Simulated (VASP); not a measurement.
**HfZr2Te6: single point with PBE**

The system is HfZr2Te6.

```
Zr Hf Te
1.0
     3.44681    1.99002    7.10349
    -3.44681    1.99002    7.10349
     0.00000   -3.98004    7.10349
Zr Hf Te
2 1 6
Direct
  0.66669 0.66669 0.66669
  0.33331 0.33331 0.33331
  0.00000 0.00000 0.00000
  0.41506 0.08389 0.75261
  0.75261 0.41506 0.08389
  0.08389 0.75261 0.41506
  0.24739 0.58494 0.91612
  0.58494 0.91612 0.24739
  0.91612 0.24739 0.58494
```

* Program: VASP 6.6.1
* Task: single point
* Functional: PBE
* Potentials or basis: VASP PAW PBE potentials, release 64 (Zr_sv, Hf_pv, Te)
* Cutoff: 520 eV
* k mesh: 3 × 3 × 3
* Occupations: gaussian, width 0.1 eV
* Spin: no spin polarisation

```json
{
 "Pressure": "-0.3 GPa",
 "Largest force": "0.058 eV/Å",
 "Band gap on the k mesh": "zero (band 35 reaches 5.77 eV, above the bottom of band 36 at 5.39 eV)"
}
```

Forces on the atoms (eV/Å):
```
Zr   0.000  0.000 -0.001
Zr   0.000  0.000  0.001
Hf   0.000  0.000  0.000
Te  -0.021 -0.037  0.039
Te   0.042  0.000  0.039
Te  -0.021  0.037  0.039
Te  -0.042  0.000 -0.039
Te   0.021  0.037 -0.039
Te   0.021 -0.037 -0.039
```

Stress tensor (GPa, compression positive):
```
-0.67  0.00  0.00
 0.00 -0.67  0.00
 0.00  0.00  0.30
```

Levels at points of the mesh, in eV from the Fermi level:
| k point | band 33 | band 34 | band 35 | band 36 | band 37 | band 38 |
| --- | --- | --- | --- | --- | --- | --- |
| (0.00, 0.00, 0.00) | -0.34 | 0.31 | 0.31 | 0.57 | 0.68 | 0.68 |

Run time: 70 s on 1 thread of Intel(R) Xeon(R) 6975P-C (Granite Rapids), on a shared host, peak memory 0.57 GiB.

Caveat: the k points lie up to 0.36 Å⁻¹ apart; spin-orbit coupling is left out, which moves the levels of the heavy elements.
